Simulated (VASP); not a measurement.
# CaO (Lime) (Fm-3m) in VASP: further runs

CaO (Lime) is run at these levels: PBE, r2SCAN; tasks: single point.

All numbers are computed with VASP 6.6.1; they aren't measurements. Logs are shortened: lines on timing, memory, paths and dates and some standing lists are left out, and cuts for length are marked.

## (1) The cell of the first run

Symmetry: Fm-3m, No. 225, cubic system. Conventional cell: a = 4.781 Å, b = 4.781 Å, c = 4.781 Å, α = 90.00°, β = 90.00°, γ = 90.00°. Within 3.2 Å of Ca (site symmetry m-3m) lie 6 O at 2.39 Å. O (site symmetry m-3m) has 6 Ca at 2.39 Å within 3.2 Å.

## (2) Single point, PBE (volume changed by -3%)

Contents of INCAR:

```
SYSTEM = CaO
PREC = Accurate ; ENCUT = 520
EDIFF = 1E-7 ; ISMEAR = 0
SIGMA = 0.01 ; LREAL = .False.
LASPH = .True. ; NELM = 100
ALGO = Normal ; ISIF = 2
LWAVE = .False. ; LCHARG = .True.
GGA = PE ; LELF = .True.
LVHAR = .True. ; NBANDS = 15
```

Contents of KPOINTS:

```
Automatic mesh
0
Gamma
  8 8 8
  0 0 0
```

Contents of POSCAR:

```
CaO
1.0
    0.0000000000      2.3906598398      2.3906598398
    2.3906598398      0.0000000000      2.3906598398
    2.3906598398      2.3906598398      0.0000000000
Ca O
1 1
Direct
    0.0000000000      0.0000000000      0.0000000000
    0.5000000000      0.5000000000      0.5000000000
```

Potentials or basis: VASP PAW PBE potentials, release 64 (Ca_sv, O).

The run is started by

```sh
$ cat potpaw_PBE.64/Ca_sv/POTCAR potpaw_PBE.64/O/POTCAR > POTCAR
$ mpirun -np 1 vasp_std > vasp.out
```

OUTCAR:

```text
SYSTEM = CaO
   PREC = Accurate
   ENCUT = 520
   EDIFF = 1E-7
   ISMEAR = 0
   LREAL = .False.
   LASPH = .True.
   NELM = 100
   ISIF = 2
   GGA = PE

 ion  position               nearest neighbor table
   1  0.000  0.000  0.000-   2 2.39   2 2.39   2 2.39   2 2.39   2 2.39   2 2.39
   2  0.500  0.500  0.500-   1 2.39   1 2.39   1 2.39   1 2.39   1 2.39   1 2.39

  LATTYP: Found a face centered cubic cell.
 ALAT       =     4.7813196796

  Lattice vectors:

 A1 = (   0.0000000000,   2.3906598398,   2.3906598398)
 A2 = (   2.3906598398,   0.0000000000,   2.3906598398)
 A3 = (   2.3906598398,   2.3906598398,   0.0000000000)

Analysis of symmetry for initial positions (statically):
=====================================================================
 Subroutine PRICEL returns:
 Original cell was already a primitive cell.

 Routine SETGRP: Setting up the symmetry group for a
 face centered cubic supercell.

 Subroutine GETGRP returns: Found 48 space group operations
 (whereof 48 operations were pure point group operations)
 out of a pool of 48 trial point group operations.

The static configuration has the point symmetry O_h .

Analysis of symmetry for dynamics (positions and initial velocities):
=====================================================================
 Subroutine PRICEL returns:
 Original cell was already a primitive cell.

 Routine SETGRP: Setting up the symmetry group for a
 face centered cubic supercell.

 Subroutine GETGRP returns: Found 48 space group operations
 (whereof 48 operations were pure point group operations)
 out of a pool of 48 trial point group operations.

The dynamic configuration has the point symmetry O_h .

 Subroutine INISYM returns: Found 48 space group operations
 (whereof 48 operations are pure point group operations),
 and found     1 'primitive' translations

----------------------------------------------------------------------------------------

                                     Primitive cell

  volume of cell :      27.3265

  direct lattice vectors                    reciprocal lattice vectors
     0.000000000  2.390659840  2.390659840    -0.209147279  0.209147279  0.209147279
     2.390659840  0.000000000  2.390659840     0.209147279 -0.209147279  0.209147279
     2.390659840  2.390659840  0.000000000     0.209147279  0.209147279 -0.209147279

  length of vectors
     3.380903568  3.380903568  3.380903568     0.362253713  0.362253713  0.362253713

  position of ions in fractional coordinates (direct lattice)
     0.000000000  0.000000000  0.000000000
     0.500000000  0.500000000  0.500000000

  ion indices of the primitive-cell ions
   primitive index   ion index
                 1           1
                 2           2

----------------------------------------------------------------------------------------

 KPOINTS: Automatic mesh

Automatic generation of k-mesh.
 Grid dimensions read from file:
 generate k-points for:    8    8    8

 Generating k-lattice:

  Cartesian coordinates                     Fractional coordinates (reciprocal lattice)
    -0.026143410  0.026143410  0.026143410     0.125000000  0.000000000  0.000000000
     0.026143410 -0.026143410  0.026143410     0.000000000  0.125000000  0.000000000
     0.026143410  0.026143410 -0.026143410     0.000000000  0.000000000  0.125000000

  Length of vectors
     0.045281714  0.045281714  0.045281714

  Shift w.r.t. Gamma in fractional coordinates (k-lattice)
     0.000000000  0.000000000  0.000000000

 Subroutine IBZKPT returns following result:
 ===========================================

 Found     29 irreducible k-points:

 Following reciprocal coordinates:
            Coordinates               Weight
  0.000000  0.000000  0.000000      1.000000
  0.125000  0.000000  0.000000      8.000000
  0.250000  0.000000  0.000000      8.000000
  0.375000  0.000000  0.000000      8.000000
  0.500000  0.000000  0.000000      4.000000
  0.125000  0.125000  0.000000      6.000000
[... 16 lines left out ...]
  0.500000  0.250000  0.125000     48.000000
 -0.375000  0.250000  0.125000     24.000000
 [... further k-points ...]
   k-points           NKPTS =     29   k-points in BZ     NKDIM =     29   number of bands    NBANDS=     15
   number of dos      NEDOS =    301   number of ions     NIONS =      2
   total plane-waves  NPLWV =  21952
   dimension x,y,z NGX =    28 NGY =   28 NGZ =   28
   dimension x,y,z NGXF=    56 NGYF=   56 NGZF=   56
   ions per type =               1   1
   NGX,Y,Z   is equivalent  to a cutoff of  13.77, 13.77, 13.77 a.u.
   NGXF,Y,Z  is equivalent  to a cutoff of  27.54, 27.54, 27.54 a.u.
 SYSTEM =  CaO
   PREC   = accura    normal or accurate (medium, high low for compatibility)
   ISTART =      0    job   : 0-new  1-cont  2-samecut
   ICHARG =      2    charge: 1-file 2-atom 10-const
   ISPIN  =      1    spin polarized calculation?
   LNONCOLLINEAR =      F non collinear calculations
   LSORBIT =      F    spin-orbit coupling
   LASPH  =      T    aspherical Exc in radial PAW
   ENCUT  =  520.0 eV  38.22 Ry    6.18 a.u.   6.29  6.29  6.29*2*pi/ulx,y,z
   NELM   =    100;   NELMIN=  2; NELMDL= -5     # of ELM steps
   EDIFF  = 0.1E-06   stopping-criterion for ELM
   LREAL  =      F    real-space projection
   EDIFFG = 0.1E-05   stopping-criterion for IOM
   NSW    =      0    number of steps for IOM
   IBRION =     -1    ionic relax: 0-MD 1-quasi-New 2-CG
   NFREE  =      0    steps in history (QN), initial steepest desc. (CG)
   ISIF   =      2    stress and relaxation
   ISYM   =      2    0-nonsym 1-usesym 2-fastsym
   POTIM  = 0.5000    time-step for ionic-motion
   TEBEG  =    0.0;   TEEND  =   0.0 temperature during run
   PSTRESS=    0.0 pullay stress
   NELECT =      16.0000    total number of electrons
   NUPDOWN=      -1.0000    fix difference up-down
   EMIN   =  10.00;   EMAX   =-10.00  energy-range for DOS
   EFERMI =   0.00;   METHOD = LEGACY
   ISMEAR =     0;   SIGMA  =   0.01  broadening in eV -4-tet -1-fermi 0-gaus
   EFERMI_NEDOS =   21; number of points for ismear=-14 and -15
   IALGO  =     38    algorithm
   IMIX   =      4    mixing-type and parameters
     AMIX     =   0.40;   BMIX     =  1.00
     AMIX_MAG =   1.60;   BMIX_MAG =  1.00
  volume/ion in A,a.u.               =      13.66        92.20
  Fermi-wavevector in a.u.,A,eV,Ry     =   1.369579  2.588129 25.521077  1.875746
  Thomas-Fermi vector in A             =   2.495442
   LORBIT       =      0    0 simple, 1 ext, 2 COOP (PROOUT), +10 PAW based schemes
   GGA     = PE    functional components
   LHFCALC =     F    Hartree Fock is set to
   AEXX    =    0.0000 exact exchange contribution
   IVDW    =     0    specifies the selected vdW correction
   LEPSILON=     F    determine dielectric tensor
   LRPA    =     F    only Hartree local field effects (RPA)
 non-spin polarized calculation
 Gauss-broadening in eV      SIGMA  =   0.01
  energy-cutoff  :      520.00
  volume of cell :       27.33
 maximum number of plane-waves:       754
 NGX is ok and might be reduce to    28
   NGX = 13   NGY = 13   NGZ = 13

 number of electron      15.9999997 magnetization

 Free energy of the ion-electron system (eV)
  ---------------------------------------------------
  ext. energy  EPLUGINS =         0.00000000
  ---------------------------------------------------
  free energy    TOTEN  =       -12.79209199 eV

  energy without entropy =      -12.79209199  energy(sigma->0) =      -12.79209199

 E-fermi :   2.5847     XC(G=0): -10.5523

 val. band max:        2.4394622734   @ k =   0.0000   0.0000   0.0000
 cond. band min:       6.0701059239   @ k =   0.5000   0.5000   0.0000
 fundamental gap:      3.6306436506
 Fermi energy:         2.5847256476

 k-point     1 :       0.0000    0.0000    0.0000
  band No.  band energies     occupation
      1     -35.1332      2.00000
      2     -15.8854      2.00000
      3     -15.8854      2.00000
      4     -15.8854      2.00000
      5     -13.1235      2.00000
      6       2.4395      2.00000
      7       2.4395      2.00000
      8       2.4395      2.00000
      9       7.2814      0.00000
     10       8.7035      0.00000
     11       8.7035      0.00000
     12       8.7035      0.00000
     13      10.2348      0.00000
     14      10.2348      0.00000
     15      17.6105      0.00000

 k-point     2 :       0.1250    0.0000    0.0000
  band No.  band energies     occupation
      1     -35.1172      2.00000
      2     -16.1145      2.00000
      3     -15.8936      2.00000
      4     -15.8936      2.00000
      5     -12.8846      2.00000
      6       1.9003      2.00000
      7       2.2228      2.00000
      8       2.2228      2.00000
      9       7.9671      0.00000
     10       8.6661      0.00000
     11       8.9731      0.00000
     12       8.9731      0.00000
     13      10.6122      0.00000
     14      10.6122      0.00000
     15      18.2052      0.00000

 k-point     3 :       0.2500    0.0000    0.0000
  band No.  band energies     occupation
      1     -35.0783      2.00000
      2     -16.5651      2.00000
      3     -15.9136      2.00000
      4     -15.9136      2.00000
      5     -12.4085      2.00000
      6       0.8868      2.00000
      7       1.7597      2.00000
      8       1.7597      2.00000
      9       8.7434      0.00000
     10       9.4327      0.00000
     11       9.6804      0.00000
     12       9.6804      0.00000
     13      11.5189      0.00000
     14      11.5189      0.00000
     15      18.5462      0.00000
[... 343 lines left out ...]
 k-point    23 :       0.5000    0.2500    0.1250
  band No.  band energies     occupation
      1     -35.0188      2.00000
      2     -16.7660      2.00000
      3     -16.1213      2.00000
      4     -15.9906      2.00000
      5     -12.2151      2.00000
      6       0.4157      2.00000
      7       1.3464      2.00000
      8       1.5873      2.00000
      9       8.3577      0.00000
     10      10.0253      0.00000
     11      10.9916      0.00000
     12      11.1113      0.00000
     13      12.4800      0.00000
     14      13.6941      0.00000
     15      17.4204      0.00000

 k-point    24 :      -0.3750    0.2500    0.1250
  band No.  band energies     occupation
      1     -35.0058      2.00000
      2     -16.8310      2.00000
      3     -16.1372      2.00000
      4     -16.0174      2.00000
      5     -12.1581      2.00000
      6       0.3641      2.00000
      7       1.2962      2.00000
      8       1.3610      2.00000
      9       9.2502      0.00000
     10       9.3313      0.00000
     11      11.2882      0.00000
     12      11.4982      0.00000
     13      12.7735      0.00000
     14      14.5121      0.00000
     15      16.4809      0.00000

 [... further k-points ...]

------------------------ aborting loop because EDIFF is reached ----------------------------------------

  FORCE on cell =-STRESS in cart. coord.  units (eV):
  Direction    XX          YY          ZZ          XY          YZ          ZX
  --------------------------------------------------------------------------------------
  -------------------------------------------------------------------------------------
  Total        0.7034510      0.7034510      0.7034510      0.0000000      0.0000000     -0.0000000
  in kB       41.2440275     41.2440275     41.2440275      0.0000000      0.0000000     -0.0000000
  external PRESSURE =      41.2440275 kB  Pullay stress =       0.0000000 kB

 VOLUME and BASIS-vectors are now :
 -----------------------------------------------------------------------------
  energy-cutoff  :      520.00
  volume of cell :       27.33
      direct lattice vectors                 reciprocal lattice vectors
     0.000000000  2.390659840  2.390659840    -0.209147279  0.209147279  0.209147279
     2.390659840  0.000000000  2.390659840     0.209147279 -0.209147279  0.209147279
     2.390659840  2.390659840  0.000000000     0.209147279  0.209147279 -0.209147279

 POSITION                                       TOTAL-FORCE (eV/Angst)
 -----------------------------------------------------------------------------------
      0.00000      0.00000      0.00000         0.000000      0.000000      0.000000
      2.39066      2.39066      2.39066         0.000000      0.000000     -0.000000
 -----------------------------------------------------------------------------------
    total drift:                                0.000000      0.000000      0.000000

  FREE ENERGIE OF THE ION-ELECTRON SYSTEM (eV)
  ---------------------------------------------------
  free  energy   TOTEN  =       -12.7920919889 eV

  energy  without entropy=      -12.7920919889  energy(sigma->0) =      -12.79209199
```

Run time: 22 s. Hardware: 1 thread of Intel Xeon Platinum 8375C at 2.90GHz (Ice Lake), shared host; peak memory 0.16 GiB.

What came out:

* Free energy: -12.7921 eV
* Pressure: 4.1 GPa
* Band gap on the k mesh: 3.63 eV, indirect (least direct gap 4.00 eV)

(Part 1 of 2 ends here.)
